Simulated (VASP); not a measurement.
The system is Rh.

```
Rh
1.0
     0.00000    1.90155    1.90155
     1.90155    0.00000    1.90155
     1.90155    1.90155    0.00000
Rh
1
Direct
  0.00000 0.00000 0.00000
```

```yaml
Program: VASP 6.6.1
Task: relaxation of cell and atoms
Functional: revPBE
Potentials_or_basis: VASP PAW PBE potentials, release 64 (Rh_pv)
Cutoff: 600 eV
k_mesh: 14 × 14 × 14
Occupations: fermi-dirac, width 0.1 eV
Spin: no spin polarisation
```

At the start: pressure 9.5 GPa; volume 13.75 Å³/atom.

Q: How do energy, volume and symmetry change on relaxing?

A: Over 4 steps the energy falls by 14.3 meV/atom and the volume is 14.25 Å³/atom (+3.7 %); space group Fm-3m (No. 225, to 0.05 Å).

The path:
| step | energy change (eV) | largest force (eV/Å) | pressure (GPa) | volume (Å³) |
| --- | --- | --- | --- | --- |
| 1 | 0.0000 | 0.0000 | 9.49 | 13.75 |
| 2 | 0.0481 | 0.0000 | -15.50 | 15.44 |
| 3 | -0.0143 | 0.0000 | -0.24 | 14.27 |
| 4 | -0.0143 | 0.0000 | -0.01 | 14.25 |

Final structure:
```cif
data_structure
_symmetry_space_group_name_H-M 'P 1'
_symmetry_Int_Tables_number 1
_cell_length_a 2.7216
_cell_length_b 2.7216
_cell_length_c 2.7216
_cell_angle_alpha 60.000
_cell_angle_beta 60.000
_cell_angle_gamma 60.000
_cell_volume 14.25
loop_
_atom_site_label
_atom_site_type_symbol
_atom_site_fract_x
_atom_site_fract_y
_atom_site_fract_z
_atom_site_occupancy
Rh1 Rh 0.00000 0.00000 0.00000 1
```

Caveat: the PAW data sets were made with another functional, which shifts forces and pressure a little.
